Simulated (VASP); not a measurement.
# Ti (Im-3m) in VASP: notebook

Ti is run at these levels: PBE+D3(BJ), RPBE+D3(BJ); tasks: single point, relaxation of cell and atoms.

Everything below comes from runs of VASP 6.6.1. Logs are shortened: lines on timing, memory, paths and dates and some standing lists are left out, and cuts for length are marked.

## Step 1: The cell of the first run

Symmetry: Im-3m, No. 229, cubic system. The conventional cell has a = 3.195 Å, b = 3.195 Å, c = 3.195 Å, α = 90.00°, β = 90.00°, γ = 90.00°. Ti (site symmetry m-3m) has 14 Ti at 2.77 to 3.19 Å within 3.6 Å.

## Step 2: Single point, PBE+D3(BJ)

INCAR reads:

```
ALGO     = Fast           # electronic algorithm
EDIFF    = 1E-6           # SCF threshold, eV
ENCUT    = 520            # plane-wave cutoff, eV
GGA      = PE             # functional
ISIF     = 2              # what is computed and relaxed
ISMEAR   = 0              # smearing method
IVDW     = 12             # dispersion correction
LASPH    = True           # aspherical terms in the spheres
LCHARG   = False          # write CHGCAR
LREAL    = False          # projectors in reciprocal space
LWAVE    = False          # write WAVECAR
NBANDS   = 12             # bands
NELM     = 60             # most SCF steps
PREC     = Accurate       # precision mode
SIGMA    = 0.1            # smearing width, eV
```

KPOINTS reads:

```
k-points
0
Gamma
  18 18 18
```

POSCAR reads:

```
Ti
1.0
   -1.5974024086      1.5974024086      1.5974024086
    1.5974024086     -1.5974024086      1.5974024086
    1.5974024086      1.5974024086     -1.5974024086
Ti
1
Direct
    0.0000000000      0.0000000000      0.0000000000
```

Potentials or basis: VASP PAW PBE potentials, release 64 (Ti_sv).

On the command line:

```console
cat potpaw_PBE.64/Ti_sv/POTCAR > POTCAR
mpirun -np 1 vasp_std > vasp.out
```

OUTCAR:

```text
EDIFF = 1E-6
   ENCUT = 520
   GGA = PE
   ISIF = 2
   ISMEAR = 0
   IVDW = 12
   LASPH = True
   LREAL = False
   NELM = 60
   PREC = Accurate
 IVDW          = 12

 ion  position               nearest neighbor table
   1  0.000  0.000  0.000-

  LATTYP: Found a body centered cubic cell.
 ALAT       =     3.1948048172

  Lattice vectors:

 A1 = (  -1.5974024086,   1.5974024086,   1.5974024086)
 A2 = (   1.5974024086,  -1.5974024086,   1.5974024086)
 A3 = (   1.5974024086,   1.5974024086,  -1.5974024086)

Analysis of symmetry for initial positions (statically):
=====================================================================
 Subroutine PRICEL returns:
 Original cell was already a primitive cell.

 Routine SETGRP: Setting up the symmetry group for a
 body centered cubic supercell.

 Subroutine GETGRP returns: Found 48 space group operations
 (whereof 48 operations were pure point group operations)
 out of a pool of 48 trial point group operations.

The static configuration has the point symmetry O_h .

Analysis of symmetry for dynamics (positions and initial velocities):
=====================================================================
 Subroutine PRICEL returns:
 Original cell was already a primitive cell.

 Routine SETGRP: Setting up the symmetry group for a
 body centered cubic supercell.

 Subroutine GETGRP returns: Found 48 space group operations
 (whereof 48 operations were pure point group operations)
 out of a pool of 48 trial point group operations.

The dynamic configuration has the point symmetry O_h .

 Subroutine INISYM returns: Found 48 space group operations
 (whereof 48 operations are pure point group operations),
 and found     1 'primitive' translations

----------------------------------------------------------------------------------------

                                     Primitive cell

  volume of cell :      16.3043

  direct lattice vectors                    reciprocal lattice vectors
    -1.597402409  1.597402409  1.597402409     0.000000000  0.313008167  0.313008167
     1.597402409 -1.597402409  1.597402409     0.313008167  0.000000000  0.313008167
     1.597402409  1.597402409 -1.597402409     0.313008167  0.313008167  0.000000000

  length of vectors
     2.766782132  2.766782132  2.766782132     0.442660395  0.442660395  0.442660395

  position of ions in fractional coordinates (direct lattice)
     0.000000000  0.000000000  0.000000000

  ion indices of the primitive-cell ions
   primitive index   ion index
[... 83 lines left out ...]
   PSTRESS=    0.0 pullay stress
   NELECT =      12.0000    total number of electrons
   NUPDOWN=      -1.0000    fix difference up-down
   EMIN   =  10.00;   EMAX   =-10.00  energy-range for DOS
   EFERMI =   0.00;   METHOD = LEGACY
   ISMEAR =     0;   SIGMA  =   0.10  broadening in eV -4-tet -1-fermi 0-gaus
   EFERMI_NEDOS =   21; number of points for ismear=-14 and -15
   IALGO  =     68    algorithm
   IMIX   =      4    mixing-type and parameters
     AMIX     =   0.40;   BMIX     =  1.00
     AMIX_MAG =   1.60;   BMIX_MAG =  1.00
  volume/ion in A,a.u.               =      16.30       110.03
  Fermi-wavevector in a.u.,A,eV,Ry     =   1.478090  2.793185 29.725334  2.184750
  Thomas-Fermi vector in A             =   2.592414
   LORBIT       =      0    0 simple, 1 ext, 2 COOP (PROOUT), +10 PAW based schemes
   GGA     = PE    functional components
   LHFCALC =     F    Hartree Fock is set to
   AEXX    =    0.0000 exact exchange contribution
   IVDW    =    12    specifies the selected vdW correction
   LEPSILON=     F    determine dielectric tensor
   LRPA    =     F    only Hartree local field effects (RPA)
 non-spin polarized calculation
 RMM-DIIS sequential band-by-band and
 Gauss-broadening in eV      SIGMA  =   0.10
  energy-cutoff  :      520.00
  volume of cell :       16.30
 maximum number of plane-waves:       466
 NGX is ok and might be reduce to    24
   NGX = 11   NGY = 11   NGZ = 11

 number of electron      12.0000003 magnetization

 Free energy of the ion-electron system (eV)
  ---------------------------------------------------
  ext. energy  EPLUGINS =         0.00000000
  ---------------------------------------------------
  free energy    TOTEN  =        -7.71309402 eV

  energy without entropy =       -7.70219477  energy(sigma->0) =       -7.70764439

 E-fermi :   8.7592     XC(G=0): -11.7941

 val. band max:        8.7549882349   @ k =   0.3333   0.2222   0.0000
 cond. band min:       8.7625631873   @ k =  -0.4444   0.5000   0.1111
 fundamental gap:      0.0075749524
 Fermi energy:         8.7591857621

 k-point     1 :       0.0000    0.0000    0.0000
  band No.  band energies     occupation
      1     -47.6521      2.00000
      2     -23.4271      2.00000
      3     -23.4271      2.00000
      4     -23.4271      2.00000
      5       2.6750      2.00000
      6       9.8028      0.00000
      7       9.8028      0.00000
      8       9.8028      0.00000
      9      11.7013      0.00000
     10      11.7013      0.00000
     11      26.6260      0.00000
     12      26.6260      0.00000
[... 331 lines left out ...]
 k-point    24 :       0.3889    0.1111    0.0000
  band No.  band energies     occupation
      1     -47.4828      2.00000
      2     -24.1971      2.00000
      3     -23.7051      2.00000
      4     -23.4682      2.00000
      5       6.4001      2.00000
      6       8.3517      2.00000
      7       9.4073      0.00000
      8      11.6262      0.00000
      9      12.2236      0.00000
     10      13.7289      0.00000
     11      18.5957      0.00000
     12      22.4009      0.00000

 [... further k-points ...]

------------------------ aborting loop because EDIFF is reached ----------------------------------------

 Edisp (eV)   -0.64200

 E8    (eV) :    -0.3047

  FORCE on cell =-STRESS in cart. coord.  units (eV):
  Direction    XX          YY          ZZ          XY          YZ          ZX
  --------------------------------------------------------------------------------------
  -------------------------------------------------------------------------------------
  Total      -0.04044    -0.04044    -0.04044     0.00000    -0.00000     0.00000
  in kB      -3.97382    -3.97382    -3.97382     0.00000    -0.00000     0.00000
  external pressure =       -3.97 kB  Pullay stress =        0.00 kB

 VOLUME and BASIS-vectors are now :
 -----------------------------------------------------------------------------
  energy-cutoff  :      520.00
  volume of cell :       16.30
      direct lattice vectors                 reciprocal lattice vectors
    -1.597402409  1.597402409  1.597402409     0.000000000  0.313008167  0.313008167
     1.597402409 -1.597402409  1.597402409     0.313008167  0.000000000  0.313008167
     1.597402409  1.597402409 -1.597402409     0.313008167  0.313008167  0.000000000

 POSITION                                       TOTAL-FORCE (eV/Angst)
 -----------------------------------------------------------------------------------
      0.00000      0.00000      0.00000         0.000000      0.000000     -0.000000
 -----------------------------------------------------------------------------------
    total drift:                                0.000000      0.000000     -0.000000

  FREE ENERGIE OF THE ION-ELECTRON SYSTEM (eV)
  ---------------------------------------------------
  free  energy   TOTEN  =        -8.3550965920 eV

  energy  without entropy=       -8.3441973447  energy(sigma->0) =       -8.34964697
```

stdout:

```text
POSCAR found type information on POSCAR Ti
 POSCAR found :  1 types and       1 ions
 scaLAPACK will be used
 LDA part: xc-table for (Slater+PW92), standard interpolation
 POSCAR, INCAR and KPOINTS ok, starting setup
 FFT: planning ... GRIDC
 FFT: planning ... GRID_SOFT
 FFT: planning ... GRID
 WAVECAR not read
 entering main loop
```

Run time: 21 s. Hardware: 1 thread of Intel Xeon 6975P-C (Granite Rapids), shared host; peak memory 0.17 GiB.

Results:

```
Free energy                : -8.3551 eV
Pressure                   : -0.4 GPa
Band gap on the k mesh     : zero (band 6 reaches 9.80 eV, above the bottom of band 7 at 8.18 eV)
Dispersion energy per atom : -0.642 eV
```

Levels at points of the mesh, in eV from the Fermi level:
| k point | band 3 | band 4 | band 5 | band 6 | band 7 | band 8 | band 9 | band 10 |
| --- | --- | --- | --- | --- | --- | --- | --- | --- |
| (0.00, 0.00, 0.00) | -32.19 | -32.19 | -6.08 | 1.04 | 1.04 | 1.04 | 2.94 | 2.94 |
| (0.50, 0.00, 0.00) | -32.44 | -32.19 | -2.61 | -0.46 | 1.35 | 2.94 | 3.32 | 4.62 |
| (0.50, 0.50, 0.50) | -32.75 | -32.75 | -2.32 | -2.32 | 4.23 | 4.23 | 4.23 | 8.91 |

Caveat: pairwise dispersion overbinds metals, which lowers pressure and volume.

## Step 3: Relaxation of cell and atoms, PBE+D3(BJ)

INCAR reads:

```
PREC = Accurate ; ENCUT = 600
EDIFF = 1E-7 ; ISMEAR = 0
SIGMA = 0.1 ; LREAL = F
LASPH = T ; NELM = 100
ALGO = Normal ; ISIF = 3
LWAVE = F ; LCHARG = F
GGA = PE ; IVDW = 12
IBRION = 2 ; NSW = 100
EDIFFG = -0.005
```

KPOINTS reads:

```
regular mesh
0
Gamma
  18 18 18
```

POSCAR reads:

```
Ti
1.0
   -1.5977878121      1.5977878121      1.5977878121
    1.5977878121     -1.5977878121      1.5977878121
    1.5977878121      1.5977878121     -1.5977878121
Ti
1
Direct
    0.0000000000      0.0000000000      0.0000000000
```

Potentials or basis: VASP PAW PBE potentials, release 64 (Ti_sv).

On the command line:

```console
cat potpaw_PBE.64/Ti_sv/POTCAR > POTCAR
mpirun -np 1 vasp_std > vasp.out
```

Run time: 26 s. Hardware: 1 thread of Intel Xeon 6975P-C (Granite Rapids), shared host; peak memory 0.18 GiB.

It converged, with:

| Quantity | Value |
| --- | --- |
| Free energy | -8.3550 eV |
| Relaxed volume | 16.26 Å³/atom |
| Relaxed cell | a = 2.764 Å, b = 2.764 Å, c = 2.764 Å, α = 109.47°, β = 109.47°, γ = 109.47° |
| Space group after relaxing (to 0.05 Å) | Im-3m (No. 229) |
| Energy gained by relaxing | 0.1 meV/atom |
| Ionic steps | 3 |
| Pressure after relaxing | 0.0 GPa |
| Band gap on the k mesh | zero (band 6 reaches 9.84 eV, above the bottom of band 7 at 8.21 eV) |
| Dispersion energy per atom | -0.644 eV |

Final structure:
```
CELL_PARAMETERS angstrom
-1.59588 1.59588 1.59588
1.59588 -1.59588 1.59588
1.59588 1.59588 -1.59588
ATOMIC_POSITIONS crystal
Ti 0.00000 0.00000 0.00000
```

Levels at points of the mesh, in eV from the Fermi level:
```
           k point  band 3  band 4  band 5  band 6  band 7  band 8  band 9  band 10
(0.00, 0.00, 0.00)  -32.18  -32.18   -6.09    1.05    1.05    1.05    2.95     2.95
(0.50, 0.00, 0.00)  -32.43  -32.18   -2.62   -0.47    1.36    2.95    3.33     4.63
(0.50, 0.50, 0.50)  -32.74  -32.74   -2.33   -2.33    4.25    4.25    4.25     8.94
```

Caveat: pairwise dispersion overbinds metals, which lowers pressure and volume.

(Part 1 of 3 ends here.)
